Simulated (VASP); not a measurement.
As2Se, 6 atoms in the cell. It takes space group I4_1/amd (No. 141, tetragonal). Conventional cell: a = 7.059 Å, b = 7.059 Å, c = 5.307 Å, α = 90.00°, β = 90.00°, γ = 90.00°. As (site symmetry 2/m) has 2 Se at 2.66 Å and 6 As at 2.83 to 3.53 Å within 3.6 Å. Se (site symmetry -4m2) has 4 As at 2.66 Å within 3.5 Å. 

* Program: VASP 6.6.1
* Task: relaxation of cell and atoms
* Functional: PBE
* Dispersion: D3(BJ)
* Potentials or basis: VASP PAW PBE potentials, release 64 (As, Se)
* Cutoff: 500 eV
* k mesh: 6 × 6 × 6
* Occupations: fermi-dirac, width 0.1 eV
* Spin: no spin polarisation
* Dipole correction: no
* Further INCAR settings: ALGO = Normal; EDIFF = 1e-07; IBRION = 2; EDIFFG = -0.05; NSW = 80; ISIF = 3

Potentials or basis: VASP PAW PBE potentials, release 64 (As, Se).

Run with:

```sh
$ cat potpaw_PBE.64/As/POTCAR potpaw_PBE.64/Se/POTCAR > POTCAR
$ mpirun -np 1 vasp_std > vasp.out
```

Hardware: 1 thread of Intel(R) Xeon(R) Platinum 8488C (Sapphire Rapids), with other jobs on the host.

Q: Estimate the wall time of this run.

A: Run time: 2.3 min on 1 thread of Intel(R) Xeon(R) Platinum 8488C (Sapphire Rapids), on a shared host, peak memory 0.31 GiB. Counts: scf iterations 32, k points 30, ion steps 3.
